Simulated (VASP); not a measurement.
# BaS (F-43m) in VASP: further runs

Runs on BaS. Level: PBE. Tasks: single point.

Everything below comes from runs of VASP 6.6.1. Logs are shortened: lines on timing, memory, paths and dates and some standing lists are left out, and cuts for length are marked.

## Step 1: The cell of the first run

Symmetry: F-43m, No. 216, cubic system. The conventional cell has a = 7.039 Å, b = 7.039 Å, c = 7.039 Å, α = 90.00°, β = 90.00°, γ = 90.00°. Within 4.0 Å of Ba (site symmetry -43m) lie 4 S at 3.05 Å. Within 4.0 Å of S (site symmetry -43m) lie 4 Ba at 3.05 Å.

## Step 2: Single point, PBE

Input file INCAR:

```
SYSTEM = BaS
PREC = Accurate
ENCUT = 500
EDIFF = 1E-6
ISMEAR = 0
SIGMA = 0.05
LREAL = .FALSE.
LASPH = .TRUE.
NELM = 120
ALGO = Normal
ISIF = 2
LWAVE = .FALSE.
LCHARG = .TRUE.
GGA = PE
LELF = .TRUE.
LVHAR = .TRUE.
NBANDS = 15
GGA_COMPAT = .FALSE.
```

Input file KPOINTS:

```
Automatic mesh
0
G
  4 4 4
  0 0 0
```

Input file POSCAR:

```
BaS
1.0
    0.0000000000      3.5196861896      3.5196861896
    3.5196861896      0.0000000000      3.5196861896
    3.5196861896      3.5196861896      0.0000000000
Ba S
1 1
Direct
    0.0000000000      0.0000000000      0.0000000000
    0.2500000000      0.2500000000      0.2500000000
```

Potentials or basis: VASP PAW PBE potentials, release 64 (Ba_sv, S).

Launch:

```bash
$ cat potpaw_PBE.64/Ba_sv/POTCAR potpaw_PBE.64/S/POTCAR > POTCAR
$ mpirun -np 1 vasp_std > vasp.out
```

OUTCAR:

```text
SYSTEM = BaS
   PREC = Accurate
   ENCUT = 500
   EDIFF = 1E-6
   ISMEAR = 0
   LREAL = .FALSE.
   LASPH = .TRUE.
   NELM = 120
   ISIF = 2
   GGA = PE

 ion  position               nearest neighbor table
   1  0.000  0.000  0.000-   2 3.05   2 3.05   2 3.05   2 3.05
   2  0.250  0.250  0.250-   1 3.05   1 3.05   1 3.05   1 3.05

  LATTYP: Found a face centered cubic cell.
 ALAT       =     7.0393723792

  Lattice vectors:

 A1 = (   0.0000000000,   3.5196861896,   3.5196861896)
 A2 = (   3.5196861896,   0.0000000000,   3.5196861896)
 A3 = (   3.5196861896,   3.5196861896,   0.0000000000)

Analysis of symmetry for initial positions (statically):
=====================================================================
 Subroutine PRICEL returns:
 Original cell was already a primitive cell.

 Routine SETGRP: Setting up the symmetry group for a
 face centered cubic supercell.

 Subroutine GETGRP returns: Found 24 space group operations
 (whereof 24 operations were pure point group operations)
 out of a pool of 48 trial point group operations.

The static configuration has the point symmetry T_d .

Analysis of symmetry for dynamics (positions and initial velocities):
=====================================================================
 Subroutine PRICEL returns:
 Original cell was already a primitive cell.

 Routine SETGRP: Setting up the symmetry group for a
 face centered cubic supercell.

 Subroutine GETGRP returns: Found 24 space group operations
 (whereof 24 operations were pure point group operations)
 out of a pool of 48 trial point group operations.

The dynamic configuration has the point symmetry T_d .

 Subroutine INISYM returns: Found 24 space group operations
 (whereof 24 operations are pure point group operations),
 and found     1 'primitive' translations

----------------------------------------------------------------------------------------

                                     Primitive cell

  volume of cell :      87.2051

  direct lattice vectors                    reciprocal lattice vectors
     0.000000000  3.519686190  3.519686190    -0.142058119  0.142058119  0.142058119
     3.519686190  0.000000000  3.519686190     0.142058119 -0.142058119  0.142058119
     3.519686190  3.519686190  0.000000000     0.142058119  0.142058119 -0.142058119

  length of vectors
     4.977587945  4.977587945  4.977587945     0.246051880  0.246051880  0.246051880

  position of ions in fractional coordinates (direct lattice)
     0.000000000  0.000000000  0.000000000
     0.250000000  0.250000000  0.250000000

  ion indices of the primitive-cell ions
   primitive index   ion index
                 1           1
                 2           2

----------------------------------------------------------------------------------------

 KPOINTS: Automatic mesh

Automatic generation of k-mesh.
 Grid dimensions read from file:
 generate k-points for:    4    4    4

 Generating k-lattice:

  Cartesian coordinates                     Fractional coordinates (reciprocal lattice)
    -0.035514530  0.035514530  0.035514530     0.250000000  0.000000000  0.000000000
     0.035514530 -0.035514530  0.035514530     0.000000000  0.250000000  0.000000000
     0.035514530  0.035514530 -0.035514530     0.000000000  0.000000000  0.250000000

  Length of vectors
     0.061512970  0.061512970  0.061512970

  Shift w.r.t. Gamma in fractional coordinates (k-lattice)
     0.000000000  0.000000000  0.000000000

 Subroutine IBZKPT returns following result:
 ===========================================

 Found      8 irreducible k-points:

 Following reciprocal coordinates:
            Coordinates               Weight
  0.000000  0.000000  0.000000      1.000000
  0.250000  0.000000  0.000000      8.000000
  0.500000  0.000000  0.000000      4.000000
  0.250000  0.250000  0.000000      6.000000
  0.500000  0.250000  0.000000     24.000000
 -0.250000  0.250000  0.000000     12.000000
  0.500000  0.500000  0.000000      3.000000
 -0.250000  0.500000  0.250000      6.000000
   k-points           NKPTS =      8   k-points in BZ     NKDIM =      8   number of bands    NBANDS=     15
   number of dos      NEDOS =    301   number of ions     NIONS =      2
   total plane-waves  NPLWV =  46656
   dimension x,y,z NGX =    36 NGY =   36 NGZ =   36
   dimension x,y,z NGXF=    72 NGYF=   72 NGZF=   72
   ions per type =               1   1
   NGX,Y,Z   is equivalent  to a cutoff of  12.02, 12.02, 12.02 a.u.
   NGXF,Y,Z  is equivalent  to a cutoff of  24.05, 24.05, 24.05 a.u.
 SYSTEM =  BaS
   PREC   = accura    normal or accurate (medium, high low for compatibility)
   ISTART =      0    job   : 0-new  1-cont  2-samecut
   ICHARG =      2    charge: 1-file 2-atom 10-const
   ISPIN  =      1    spin polarized calculation?
   LNONCOLLINEAR =      F non collinear calculations
   LSORBIT =      F    spin-orbit coupling
   LASPH  =      T    aspherical Exc in radial PAW
   ENCUT  =  500.0 eV  36.75 Ry    6.06 a.u.   9.08  9.08  9.08*2*pi/ulx,y,z
   NELM   =    120;   NELMIN=  2; NELMDL= -5     # of ELM steps
   EDIFF  = 0.1E-05   stopping-criterion for ELM
   LREAL  =      F    real-space projection
   EDIFFG = 0.1E-04   stopping-criterion for IOM
   NSW    =      0    number of steps for IOM
   IBRION =     -1    ionic relax: 0-MD 1-quasi-New 2-CG
   NFREE  =      0    steps in history (QN), initial steepest desc. (CG)
   ISIF   =      2    stress and relaxation
   ISYM   =      2    0-nonsym 1-usesym 2-fastsym
   POTIM  = 0.5000    time-step for ionic-motion
   TEBEG  =    0.0;   TEEND  =   0.0 temperature during run
   PSTRESS=    0.0 pullay stress
   NELECT =      16.0000    total number of electrons
   NUPDOWN=      -1.0000    fix difference up-down
   EMIN   =  10.00;   EMAX   =-10.00  energy-range for DOS
   EFERMI =   0.00;   METHOD = LEGACY
   ISMEAR =     0;   SIGMA  =   0.05  broadening in eV -4-tet -1-fermi 0-gaus
   EFERMI_NEDOS =   21; number of points for ismear=-14 and -15
   IALGO  =     38    algorithm
   IMIX   =      4    mixing-type and parameters
     AMIX     =   0.40;   BMIX     =  1.00
     AMIX_MAG =   1.60;   BMIX_MAG =  1.00
  volume/ion in A,a.u.               =      43.60       294.24
  Fermi-wavevector in a.u.,A,eV,Ry     =   0.930253  1.757922 11.774072  0.865370
  Thomas-Fermi vector in A             =   2.056621
   LORBIT       =      0    0 simple, 1 ext, 2 COOP (PROOUT), +10 PAW based schemes
   GGA     = PE    functional components
   LHFCALC =     F    Hartree Fock is set to
   AEXX    =    0.0000 exact exchange contribution
   IVDW    =     0    specifies the selected vdW correction
   LEPSILON=     F    determine dielectric tensor
   LRPA    =     F    only Hartree local field effects (RPA)
 non-spin polarized calculation
 Gauss-broadening in eV      SIGMA  =   0.05
  energy-cutoff  :      500.00
  volume of cell :       87.21
 maximum number of plane-waves:      2229
   NGX = 19   NGY = 19   NGZ = 19

 number of electron      15.9999999 magnetization

 Free energy of the ion-electron system (eV)
  ---------------------------------------------------
  ext. energy  EPLUGINS =         0.00000000
  ---------------------------------------------------
  free energy    TOTEN  =        -9.73386888 eV

  energy without entropy =       -9.73386888  energy(sigma->0) =       -9.73386888

 E-fermi :   0.1073     XC(G=0):  -7.1766

 val. band max:       -0.1763114594   @ k =  -0.2500   0.5000   0.2500
 cond. band min:       2.5859007106   @ k =   0.0000   0.0000   0.0000
 fundamental gap:      2.7622121701
 Fermi energy:         0.1072790737

 k-point     1 :       0.0000    0.0000    0.0000
  band No.  band energies     occupation
      1     -26.2701      2.00000
      2     -11.4504      2.00000
      3     -11.4504      2.00000
      4     -11.4504      2.00000
      5     -10.0849      2.00000
      6      -0.8526      2.00000
      7      -0.8526      2.00000
      8      -0.8526      2.00000
      9       2.5859      0.00000
     10       4.8694      0.00000
     11       4.8694      0.00000
     12       6.7902      0.00000
     13       6.7902      0.00000
     14       6.7902      0.00000
     15       9.7913      0.00000

 k-point     2 :       0.2500    0.0000    0.0000
  band No.  band energies     occupation
      1     -26.2628      2.00000
      2     -11.8127      2.00000
      3     -11.4700      2.00000
      4     -11.4700      2.00000
      5      -9.7112      2.00000
      6      -0.9255      2.00000
      7      -0.7172      2.00000
      8      -0.7172      2.00000
      9       3.6698      0.00000
     10       4.6461      0.00000
     11       4.6461      0.00000
     12       6.2354      0.00000
     13       7.1685      0.00000
     14       7.1685      0.00000
     15       7.5843      0.00000

 k-point     3 :       0.5000    0.0000    0.0000
  band No.  band energies     occupation
      1     -26.2555      2.00000
      2     -12.0706      2.00000
      3     -11.4894      2.00000
      4     -11.4894      2.00000
      5      -9.4528      2.00000
      6      -0.7736      2.00000
      7      -0.5962      2.00000
      8      -0.5962      2.00000
      9       4.2653      0.00000
     10       5.0654      0.00000
     11       5.0654      0.00000
     12       5.2586      0.00000
     13       6.1955      0.00000
     14       6.1955      0.00000
     15       8.3667      0.00000
[... 55 lines left out ...]
 k-point     7 :       0.5000    0.5000    0.0000
  band No.  band energies     occupation
      1     -26.2507      2.00000
      2     -12.1537      2.00000
      3     -11.5470      2.00000
      4     -11.5470      2.00000
      5      -9.2679      2.00000
      6      -1.2537      2.00000
      7      -0.1833      2.00000
      8      -0.1833      2.00000
      9       3.2731      0.00000
     10       4.3805      0.00000
     11       6.1072      0.00000
     12       6.1072      0.00000
     13       6.1569      0.00000
     14       8.3024      0.00000
     15       8.5912      0.00000

 k-point     8 :      -0.2500    0.5000    0.2500
  band No.  band energies     occupation
      1     -26.2507      2.00000
      2     -12.1223      2.00000
      3     -11.5933      2.00000
      4     -11.5491      2.00000
      5      -9.2493      2.00000
      6      -0.7757      2.00000
      7      -0.6937      2.00000
      8      -0.1763      2.00000
      9       3.2316      0.00000
     10       4.1178      0.00000
     11       5.7216      0.00000
     12       6.1764      0.00000
     13       7.2147      0.00000
     14       8.3392      0.00000
     15       8.4642      0.00000

------------------------ aborting loop because EDIFF is reached ----------------------------------------

  FORCE on cell =-STRESS in cart. coord.  units (eV):
  Direction    XX          YY          ZZ          XY          YZ          ZX
  --------------------------------------------------------------------------------------
  -------------------------------------------------------------------------------------
  Total        0.1949041      0.1949041      0.1949041      0.0000000      0.0000000     -0.0000000
  in kB        3.5808806      3.5808806      3.5808806      0.0000000      0.0000000     -0.0000000
  external PRESSURE =       3.5808806 kB  Pullay stress =       0.0000000 kB

 VOLUME and BASIS-vectors are now :
 -----------------------------------------------------------------------------
  energy-cutoff  :      500.00
  volume of cell :       87.21
      direct lattice vectors                 reciprocal lattice vectors
     0.000000000  3.519686190  3.519686190    -0.142058119  0.142058119  0.142058119
     3.519686190  0.000000000  3.519686190     0.142058119 -0.142058119  0.142058119
     3.519686190  3.519686190  0.000000000     0.142058119  0.142058119 -0.142058119

 POSITION                                       TOTAL-FORCE (eV/Angst)
 -----------------------------------------------------------------------------------
      0.00000      0.00000      0.00000        -0.000000     -0.000000     -0.000000
      1.75984      1.75984      1.75984         0.000000      0.000000      0.000000
 -----------------------------------------------------------------------------------
    total drift:                                0.000000      0.000000     -0.000000

  FREE ENERGIE OF THE ION-ELECTRON SYSTEM (eV)
  ---------------------------------------------------
  free  energy   TOTEN  =        -9.7338688778 eV

  energy  without entropy=       -9.7338688778  energy(sigma->0) =       -9.73386888
```

Run time: 6.8 s. Hardware: 1 thread of Intel Xeon 6975P-C (Granite Rapids), shared host; peak memory 0.2 GiB.

What came out:

```
Free energy            : -9.7339 eV
Pressure               : 0.4 GPa
Band gap on the k mesh : 2.76 eV, indirect (least direct gap 3.41 eV)
```

Levels at points of the mesh, in eV from the valence-band top:
```
           k point  band 5  band 6  band 7  band 8  band 9  band 10  band 11  band 12
(0.00, 0.00, 0.00)   -9.91   -0.68   -0.68   -0.68    2.76     5.05     5.05     6.97
(0.50, 0.00, 0.00)   -9.28   -0.60   -0.42   -0.42    4.44     5.24     5.24     5.43
(0.50, 0.50, 0.00)   -9.09   -1.08   -0.01   -0.01    3.45     4.56     6.28     6.28
```

Caveat: spin-orbit coupling is left out, which moves the levels of the heavy elements.

## Step 3: Single point, PBE (volume scaled by 0.936 of the coarse rest volume)

Input file INCAR:

```
ALGO = Normal ; EDIFF = 1E-6
ENCUT = 500 ; GGA = PE
GGA_COMPAT = F ; ISIF = 2
ISMEAR = 0 ; LASPH = T
LCHARG = F ; LREAL = F
LWAVE = F ; NBANDS = 15
NELM = 120 ; PREC = Accurate
SIGMA = 0.02
```

Input file KPOINTS:

```
k-points
0
Gamma
  6 6 6
```

Input file POSCAR:

```
BaS
1.0
    0.0000000000      3.4429000000      3.4429000000
    3.4429000000      0.0000000000      3.4429000000
    3.4429000000      3.4429000000      0.0000000000
Ba S
1 1
Direct
    0.0000000000      0.0000000000      0.0000000000
    0.2500000000      0.2500000000      0.2500000000
```

Potentials or basis: VASP PAW PBE potentials, release 64 (Ba_sv, S).

Launch:

```bash
$ cat potpaw_PBE.64/Ba_sv/POTCAR potpaw_PBE.64/S/POTCAR > POTCAR
$ mpirun -np 1 vasp_std > vasp.out
```

Run time: 9.6 s. Hardware: 1 thread of Intel Xeon 6975P-C (Granite Rapids), shared host; peak memory 0.2 GiB.

Results (log left out):

| Item | Value |
| --- | --- |
| Free energy | -9.6837 eV |
| Pressure | 2.6 GPa |
| Band gap on the k mesh | 2.86 eV, indirect (least direct gap 3.43 eV) |

Levels at points of the mesh, in eV from the valence-band top:
```csv
k point,band 6,band 7,band 8,band 9,band 10,band 11
"(0.00, 0.00, 0.00)",-0.80,-0.80,-0.80,2.86,5.13,5.13
"(0.50, 0.00, 0.00)",-0.63,-0.50,-0.50,4.54,5.36,5.36
"(0.50, 0.50, 0.00)",-1.22,0.00,0.00,3.47,4.64,6.47
```

Caveat: spin-orbit coupling is left out, which moves the levels of the heavy elements. A k mesh can miss the band edges.
